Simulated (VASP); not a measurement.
# TiW2N3: single point with PBE

The system is TiW2N3.

```xyz
12
Lattice="2.4830 1.4334 2.8154 -2.4830 1.4334 2.8154 0.0000 -5.7349 5.6314" Properties=species:S:1:pos:R:3 pbc="T T T"
Ti   -0.0003   -0.0004    4.2233
Ti   -0.0003   -2.8678    7.0390
W     0.0001    0.0002    1.4259
W     0.0001   -2.8672    4.2416
W     0.0002   -0.0009    7.0207
W     0.0001   -2.8683    9.8364
N     1.6532   -0.0033    2.8153
N    -0.8298   -1.4373    8.4465
N    -0.8298   -1.4307    2.8158
N     1.6532   -2.8648    8.4469
N    -0.8235    1.4334    2.8154
N    -0.8235   -1.4340    5.6311
```

```yaml
Program: VASP 6.6.1
Task: single point
Functional: PBE
Potentials_or_basis: VASP PAW PBE potentials, release 64 (Ti_sv, W_sv, N)
Cutoff: 520 eV
k_mesh: 6 × 6 × 4
Occupations: gaussian, width 0.2 eV
Spin: no spin polarisation
```

- Pressure: 1.2 GPa
- Largest force: 0.014 eV/Å
- Band gap on the k mesh: zero (band 55 reaches 13.45 eV, above the bottom of band 56 at 11.82 eV)

Forces on the atoms (eV/Å):
```
Ti   0.000  0.001  0.000
Ti   0.000  0.001  0.000
W    0.000  0.000  0.004
W    0.000  0.000  0.004
W   -0.001 -0.001 -0.004
W   -0.001 -0.001 -0.004
N   -0.007 -0.012  0.000
N   -0.007 -0.012  0.000
N   -0.007  0.012  0.000
N   -0.007  0.012  0.000
N    0.014  0.000  0.000
N    0.014  0.000  0.000
```

Stress tensor (GPa, compression positive):
```
1.03 0.00 0.00
0.00 1.03 0.00
0.00 0.00 1.40
```

Levels at points of the mesh, in eV from the Fermi level:
| k point | band 52 | band 53 | band 54 | band 55 | band 56 | band 57 | band 58 | band 59 |
| --- | --- | --- | --- | --- | --- | --- | --- | --- |
| (0.00, 0.00, 0.00) | -1.62 | -1.62 | -1.46 | -0.18 | 0.15 | 1.75 | 1.77 | 1.81 |
| (0.50, 0.00, 0.00) | -2.67 | -2.51 | -1.46 | -0.18 | 0.16 | 0.37 | 0.68 | 1.10 |
| (0.00, 0.50, 0.00) | -2.67 | -2.51 | -1.46 | -0.18 | 0.16 | 0.37 | 0.68 | 1.10 |
| (0.50, 0.50, 0.00) | -2.09 | -2.09 | -1.01 | -1.01 | 0.37 | 0.59 | 0.69 | 0.75 |
| (0.00, 0.00, 0.50) | -2.17 | -1.67 | -1.67 | 0.88 | 0.88 | 1.00 | 1.00 | 1.42 |
| (0.50, 0.00, 0.50) | -2.79 | -2.20 | -2.20 | 0.24 | 0.24 | 0.70 | 0.70 | 0.99 |
| (0.00, 0.50, 0.50) | -2.79 | -2.20 | -2.20 | 0.24 | 0.24 | 0.70 | 0.70 | 0.99 |
| (0.50, 0.50, 0.50) | -2.48 | -1.96 | -1.96 | -0.68 | -0.68 | 0.52 | 0.52 | 0.97 |

Run time: 8 min on 1 thread of Intel(R) Xeon(R) Platinum 8488C (Sapphire Rapids) (shared host), peak memory 0.55 GiB.

Caveat: spin-orbit coupling is left out, which moves the levels of the heavy elements.
